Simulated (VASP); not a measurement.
Set up this calculation in VASP 6.6.1, as the native input.

- Task: single point
- Functional: PBE
- Potentials or basis: VASP PAW PBE potentials, release 64 (Al)
- Cutoff: 520 eV
- k mesh: 15 × 15 × 15
- Occupations: fermi-dirac, width 0.08 eV
- Spin: no spin polarisation
- Dipole correction: no
- Further INCAR settings: ALGO = Normal; EDIFF = 1e-07; NBANDS = 10

The structure of Al lies in POSCAR:

```
Al
1.0
    0.0000000000      2.1743015102      2.1743015102
    2.1743015102      0.0000000000      2.1743015102
    2.1743015102      2.1743015102      0.0000000000
Al
2
Direct
   -0.1250000000     -0.1250000000     -0.1250000000
    0.1250000000      0.1250000000      0.1250000000
```

These files were run (other wordings do the same):

INCAR

```
  PREC = Accurate
  ENCUT = 520
  EDIFF = 1E-7
  ISMEAR = -1
  SIGMA = 0.08
  LREAL = False
  LASPH = True
  NELM = 60
  ALGO = Normal
  ISIF = 2
  LWAVE = False
  LCHARG = False
  GGA = PE
  NBANDS = 10
```

KPOINTS

```
Automatic mesh
0
Gamma
  15 15 15
```

Potentials or basis: VASP PAW PBE potentials, release 64 (Al).

Command:

```console
$ cat potpaw_PBE.64/Al/POTCAR > POTCAR
$ mpirun -np 1 vasp_std > vasp.out
```

Results of the run:

```json
{
 "Pressure": "231.2 GPa",
 "Band gap on the k mesh": "zero (band 3 reaches 17.85 eV, above the bottom of band 4 at 9.25 eV)"
}
```

Wall time 35 s on 1 thread of AMD EPYC 7R13, with other jobs on the host, peak memory 0.11 GiB.
